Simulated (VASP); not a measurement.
# SrO (Fm-3m) in VASP: settings compared, part 2 of 2

VASP 6.6.1. Earlier steps stand in the parts before.

### Step 3. Dielectric tensor, PBE

This run uses another cell than the first one, of 17.17 Å³/atom, 1.022 times its volume.

The input, INCAR:

```
SYSTEM = SrO
  PREC = Accurate
  ENCUT = 520
  EDIFF = 1E-8
  ISMEAR = 0
  SIGMA = 0.01
  LREAL = .FALSE.
  LASPH = .TRUE.
  NELM = 100
  ALGO = Normal
  ISIF = 2
  LWAVE = .FALSE.
  LCHARG = .FALSE.
  GGA = PE
  LEPSILON = .TRUE.
```

The input, KPOINTS:

```
regular mesh
0
G
  8 8 8
  0 0 0
```

The input, POSCAR:

```
SrO
1.0
    0.0000000000      2.5798923523      2.5798923523
    2.5798923523      0.0000000000      2.5798923523
    2.5798923523      2.5798923523      0.0000000000
Sr O
1 1
Direct
    0.0000000000      0.0000000000      0.0000000000
    0.5000000000      0.5000000000      0.5000000000
```

Potentials or basis: VASP PAW PBE potentials, release 64 (Sr_sv, O).

Started as:

```
cat potpaw_PBE.64/Sr_sv/POTCAR potpaw_PBE.64/O/POTCAR > POTCAR
mpirun -np 1 vasp_std > vasp.out
```

OUTCAR:

```text
SYSTEM = SrO
   PREC = Accurate
   ENCUT = 520
   EDIFF = 1E-8
   ISMEAR = 0
   LREAL = .FALSE.
   LASPH = .TRUE.
   NELM = 100
   ISIF = 2
   GGA = PE
   LEPSILON = .TRUE.

 ion  position               nearest neighbor table
   1  0.000  0.000  0.000-   2 2.58   2 2.58   2 2.58   2 2.58   2 2.58   2 2.58
   2  0.500  0.500  0.500-   1 2.58   1 2.58   1 2.58   1 2.58   1 2.58   1 2.58

  LATTYP: Found a face centered cubic cell.
 ALAT       =     5.1597847046

  Lattice vectors:

 A1 = (   0.0000000000,   2.5798923523,   2.5798923523)
 A2 = (   2.5798923523,   0.0000000000,   2.5798923523)
 A3 = (   2.5798923523,   2.5798923523,   0.0000000000)

Analysis of symmetry for initial positions (statically):
=====================================================================
 Subroutine PRICEL returns:
 Original cell was already a primitive cell.

 Routine SETGRP: Setting up the symmetry group for a
 face centered cubic supercell.

 Subroutine GETGRP returns: Found 48 space group operations
 (whereof 48 operations were pure point group operations)
 out of a pool of 48 trial point group operations.

The static configuration has the point symmetry O_h .

Analysis of symmetry for dynamics (positions and initial velocities):
=====================================================================
 Subroutine PRICEL returns:
 Original cell was already a primitive cell.

 Routine SETGRP: Setting up the symmetry group for a
 face centered cubic supercell.

 Subroutine GETGRP returns: Found 48 space group operations
 (whereof 48 operations were pure point group operations)
 out of a pool of 48 trial point group operations.

The dynamic configuration has the point symmetry O_h .

 Subroutine INISYM returns: Found 48 space group operations
 (whereof 48 operations are pure point group operations),
 and found     1 'primitive' translations

----------------------------------------------------------------------------------------

                                     Primitive cell

  volume of cell :      34.3427

  direct lattice vectors                    reciprocal lattice vectors
     0.000000000  2.579892352  2.579892352    -0.193806536  0.193806536  0.193806536
     2.579892352  0.000000000  2.579892352     0.193806536 -0.193806536  0.193806536
     2.579892352  2.579892352  0.000000000     0.193806536  0.193806536 -0.193806536

  length of vectors
     3.648518754  3.648518754  3.648518754     0.335682767  0.335682767  0.335682767

  position of ions in fractional coordinates (direct lattice)
     0.000000000  0.000000000  0.000000000
     0.500000000  0.500000000  0.500000000

  ion indices of the primitive-cell ions
   primitive index   ion index
[... 136 lines left out ...]
     12       7.8024      0.00000
[... 331 lines left out ...]
 k-point    24 :      -0.3750    0.2500    0.1250
  band No.  band energies     occupation
      1     -30.6588      2.00000
      2     -14.6533      2.00000
      3     -12.8338      2.00000
      4     -12.6800      2.00000
      5     -11.6225      2.00000
      6       0.0528      2.00000
      7       0.7600      2.00000
      8       0.8330      2.00000
      9       7.9444      0.00000
     10       8.3061      0.00000
     11      10.8323      0.00000
     12      11.0413      0.00000

 [... further k-points ...]

  FORCE on cell =-STRESS in cart. coord.  units (eV):
  Direction    XX          YY          ZZ          XY          YZ          ZX
  --------------------------------------------------------------------------------------
  -------------------------------------------------------------------------------------
  Total        0.5058724      0.5058724      0.5058724      0.0000000     -0.0000000     -0.0000000
  in kB       23.6002623     23.6002623     23.6002623      0.0000000     -0.0000000     -0.0000000
  external PRESSURE =      23.6002623 kB  Pullay stress =       0.0000000 kB

 VOLUME and BASIS-vectors are now :
 -----------------------------------------------------------------------------
  energy-cutoff  :      520.00
  volume of cell :       34.34
      direct lattice vectors                 reciprocal lattice vectors
     0.000000000  2.579892352  2.579892352    -0.193806536  0.193806536  0.193806536
     2.579892352  0.000000000  2.579892352     0.193806536 -0.193806536  0.193806536
     2.579892352  2.579892352  0.000000000     0.193806536  0.193806536 -0.193806536

 POSITION                                       TOTAL-FORCE (eV/Angst)
 -----------------------------------------------------------------------------------
      0.00000      0.00000      0.00000         0.000000      0.000000      0.000000
      2.57989      2.57989      2.57989         0.000000      0.000000      0.000000
 -----------------------------------------------------------------------------------
    total drift:                                0.000000      0.000000      0.000000

  FREE ENERGIE OF THE ION-ELECTRON SYSTEM (eV)
  ---------------------------------------------------
  free  energy   TOTEN  =       -12.0479121577 eV

  energy  without entropy=      -12.0479121577  energy(sigma->0) =      -12.04791216

 HEAD OF MICROSCOPIC STATIC DIELECTRIC TENSOR (INDEPENDENT PARTICLE, excluding Hartree and local field effects)
 ------------------------------------------------------
           3.957984     0.000000     0.000000
           0.000000     3.957984    -0.000000
          -0.000000     0.000000     3.957984
 ------------------------------------------------------

 Free energy of the ion-electron system (eV)
  ---------------------------------------------------
  ---------------------------------------------------
  free energy    TOTEN  =        -0.29500470 eV

  energy without entropy =       -0.29500470

------------------------ aborting loop because EDIFF is reached ----------------------------------------

--------------------------------------- Ionic step        2  -------------------------------------------

------------------------ aborting loop because EDIFF is reached ----------------------------------------

--------------------------------------- Ionic step        3  -------------------------------------------

 Free energy of the ion-electron system (eV)
  ---------------------------------------------------
  ---------------------------------------------------
  free energy    TOTEN  =        -0.29500477 eV

  energy without entropy =       -0.29500477

------------------------ aborting loop because EDIFF is reached ----------------------------------------

 PIEZOELECTRIC TENSOR FIELD DIRECTION 3  (e Angst)
 -----------------------------------------------------------------------------
     0.00002  0.00000 -0.00000           ( -0.00001  0.00000 -0.00000)
     0.00000  0.00002  0.00000           (  0.00000 -0.00001  0.00000)
    -0.00000  0.00000 -0.00076           ( -0.00000  0.00000 -0.00001)

 PIEZOELECTRIC TENSOR FIELD DIRECTION 3  (C/m^2)
 -----------------------------------------------------------------------------
     0.00001  0.00000 -0.00000
     0.00000  0.00001  0.00000
    -0.00000  0.00000 -0.00036

 MACROSCOPIC STATIC DIELECTRIC TENSOR (including local field effects in DFT)
 ------------------------------------------------------
           3.814107     0.000000    -0.000000
           0.000000     3.814107     0.000000
           0.000000     0.000000     3.814107
 ------------------------------------------------------

 PIEZOELECTRIC TENSOR (including local field effects)  for field in x, y, z        (e  Angst)
          XX          YY          ZZ          XY          YZ          ZX
  --------------------------------------------------------------------------------
  x     0.00000     0.00000     0.00000     0.00000     0.00000     0.00000
  y     0.00000     0.00000     0.00000     0.00000     0.00000     0.00000
  z     0.00000     0.00000     0.00000     0.00000     0.00000     0.00000

 PIEZOELECTRIC TENSOR (including local field effects)  for field in x, y, z        (C/m^2)
          XX          YY          ZZ          XY          YZ          ZX
  --------------------------------------------------------------------------------
  x     0.00000     0.00000     0.00000     0.00000     0.00000     0.00000
  y     0.00000     0.00000     0.00000     0.00000     0.00000     0.00000
  z     0.00000     0.00000     0.00000     0.00000     0.00000     0.00000

 BORN EFFECTIVE CHARGES (including local field effects) (in |e|, cummulative output)
 ---------------------------------------------------------------------------------
 ion    1
    1     2.45187    -0.00000     0.00000
    2     0.00000     2.45187     0.00000
    3    -0.00000     0.00000     2.45187
 ion    2
    1    -2.45187     0.00000    -0.00000
    2    -0.00000    -2.45187    -0.00000
    3     0.00000    -0.00000    -2.45187
```

stdout:

```text
POSCAR found type information on POSCAR SrO
 POSCAR found :  2 types and       2 ions
 scaLAPACK will be used
 LDA part: xc-table for (Slater+PW92), standard interpolation
 POSCAR, INCAR and KPOINTS ok, starting setup
 FFT: planning ... GRIDC
 FFT: planning ... GRID_SOFT
 FFT: planning ... GRID
 WAVECAR not read
 entering main loop
 Linear response reoptimize wavefunctions to high precision
 Linear response G [H, r] |phi>, progress :
  Direction:   1
 Linear response G [H, r] |phi>, progress :
  Direction:   2
 Linear response G [H, r] |phi>, progress :
  Direction:   3
 Linear response to external field (no local field effect), progress :
  Direction:   1
 dielectric tensor                  component  1 :     4.753     0.374     0.150
 Linear response to external field (no local field effect), progress :
  Direction:   2
 dielectric tensor                  component  2 :     0.374     3.695    -0.170
 Linear response to external field (no local field effect), progress :
  Direction:   3
 dielectric tensor                  component  3 :     0.150    -0.170     3.426
 Linear response to external field, progress :
  Direction:   1
 dielectric tensor                  component  1 :     3.814     0.248     0.088
 Linear response to external field, progress :
  Direction:   2
 dielectric tensor                  component  2 :     0.197     3.814    -0.025
 Linear response to external field, progress :
  Direction:   3
 dielectric tensor                  component  3 :     0.018     0.135     3.814
 Born effective charges drift removed
```

Run time: 2.7 min. Hardware: 1 thread of Intel Xeon 6975P-C, shared host; peak memory 0.22 GiB.

What came out:

```
Band gap on the k mesh                  : 3.27 eV, indirect (least direct gap 3.37 eV)
Electronic dielectric tensor (diagonal) : 3.81
Born charges (mean of the diagonal)     : Sr +2.45; O -2.45 e
```

Electronic dielectric tensor:
```
3.81 0.00 0.00
0.00 3.81 0.00
0.00 0.00 3.81
```

Born effective charge tensors (e):
atom 1, Sr
```
2.45 0.00 0.00
0.00 2.45 0.00
0.00 0.00 2.45
```
atom 2, O
```
-2.45  0.00  0.00
 0.00 -2.45  0.00
 0.00  0.00 -2.45
```
